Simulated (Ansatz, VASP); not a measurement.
**CdS: VASP beside Ansatz**

```
Cd S
1.0
     0.00000    3.14280    3.02640
     3.14280    0.00000    3.02640
     3.14280    3.14280    0.00000
Cd S
1 1
Direct
  0.00000 0.00000 0.00000
  0.75000 0.75000 0.75000
```

Change from the starting cell: strain +0.080 along x and y, +0.040 along z, atoms carried along.

Alike in both runs: task single point; functional PBE; k mesh 8 × 8 × 8; occupations gaussian, width 0.05 eV; no spin polarisation.

```csv
,VASP,Ansatz
version,VASP 6.6.1,Ansatz 0.2.0
potentials or method,"VASP PAW PBE potentials, release 64 (Cd, S), cutoff 520 eV","scalar-relativistic, plane waves, PAW"
valence electrons in the cell,18,26
```

|  | VASP | Ansatz | Ansatz less VASP |
| --- | --- | --- | --- |
| gap on the k mesh at the Fermi level (eV) | 0.66 | 0.66 | +0.001 |
| least direct gap on the mesh (eV) | 0.66 | 0.66 | +0.001 |
| pressure (GPa) | -5.2 | -5.4 | -0.16 |
| traceless stress, the component that is largest in VASP (GPa) | 0.58 | 0.59 | +0.006 |

With one functional, cell and mesh, what is left measures potentials, basis and numerics. VASP's potentials hold 18 valence electrons a cell and Ansatz's 26, so a difference there can come from the potentials and not from the codes.
